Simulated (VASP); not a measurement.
SiO2:

```
CELL_PARAMETERS angstrom
4.10397 0.00000 0.00000
0.00000 4.10397 0.00000
0.00000 0.00000 2.75877
ATOMIC_POSITIONS crystal
Si 0.50000 0.00000 0.74767
Si 0.00000 0.50000 0.25233
O 0.85490 0.35490 0.62567
O 0.64510 0.85490 0.37433
O 0.14510 0.64510 0.62567
O 0.35490 0.14510 0.37433
```

- Program: VASP 6.6.1
- Task: relaxation of cell and atoms
- Functional: PBE
- Potentials or basis: VASP PAW PBE potentials, release 64 (Si, O)
- Cutoff: 600 eV
- k mesh: 4 × 4 × 6
- Occupations: gaussian, width 0.1 eV
- Spin: no spin polarisation

At the start: pressure 180.5 GPa; volume 7.74 Å³/atom.

Task: How do energy, volume and symmetry change on relaxing?

Result: Over 20 steps the energy falls by 3859.5 meV/atom and the volume is 8.05 Å³/atom (+3.9 %); space group P-42_1m (No. 113, to 0.1 Å) before, P4_2/mnm (No. 136, to 0.1 Å).

Step by step:
| step | energy change (eV) | largest force (eV/Å) | pressure (GPa) | volume (Å³) |
| --- | --- | --- | --- | --- |
| 1 | 0.0000 | 34.9355 | 180.51 | 46.46 |
| 2 | -3.3841 | 5.0207 | -17.09 | 133.18 |
| 3 | -6.2686 | 3.7626 | -16.99 | 122.79 |
| 4 | -8.4599 | 2.5346 | -17.61 | 114.62 |
| 5 | -17.6009 | 0.9249 | -28.70 | 75.50 |
| 6 | -20.1824 | 0.7352 | -20.68 | 59.82 |
| 7 | -21.0822 | 1.8817 | -10.21 | 52.86 |
| 8 | -21.4744 | 2.9937 | -1.83 | 49.59 |
| 9 | -21.5293 | 3.2074 | 4.75 | 48.01 |
| 10 | -21.5320 | 3.1925 | 3.09 | 48.36 |
| 11 | -21.5322 | 3.1972 | 3.44 | 48.28 |
| 12 | -22.4906 | 1.9970 | -7.14 | 49.47 |
| 13 | -22.6379 | 1.6836 | -12.46 | 50.25 |
| 14 | -23.0732 | 0.6253 | 8.80 | 46.96 |
| 15 | -23.1013 | 0.7209 | 3.79 | 47.55 |
| 16 | -23.1423 | 0.4550 | -1.94 | 48.59 |
| 17 | -23.1525 | 0.2262 | -0.36 | 48.27 |
| 18 | -23.1559 | 0.0974 | 0.21 | 48.19 |
| 19 | -23.1563 | 0.0892 | 0.50 | 48.16 |
| 20 | -23.1570 | 0.0222 | -0.46 | 48.29 |

Final structure:
```
Si O
1.0
     4.23363    0.00000    0.00000
     0.00000    4.23363    0.00000
     0.00000    0.00000    2.69393
Si O
2 4
Direct
  0.50000 0.00000 0.75044
  0.00000 0.50000 0.24956
  0.80670 0.30670 0.74990
  0.69330 0.80670 0.25010
  0.19330 0.69330 0.74990
  0.30670 0.19330 0.25010
```
